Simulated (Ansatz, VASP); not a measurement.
V in VASP and in Ansatz

```
V
1.0
    -1.49839    1.49839    1.49839
     1.49839   -1.49839    1.49839
     1.49839    1.49839   -1.49839
V
1
Cartesian
  0.0000 0.0000 0.0000
```

Alike in both runs: task single point; functional PBE; k mesh 20 × 20 × 20; occupations gaussian, width 0.05 eV; no spin polarisation.

|  | VASP | Ansatz |
| --- | --- | --- |
| version | VASP 6.6.1 | Ansatz 0.2.0 |
| potentials or method | VASP PAW PBE potentials, release 64 (V_sv), cutoff 520 eV | scalar-relativistic, plane waves, PAW |
| valence electrons in the cell | 13 | 13 |

Ansatz gave:

```
gap on the k mesh at the Fermi level (eV) : none
pressure (GPa)                            : 0.0
```

Task: Estimate VASP's values.

Result: gap on the k mesh at the Fermi level (eV): none; pressure (GPa): 0.2.

A gap of «none» marks a metal or a gap that the smearing closes.
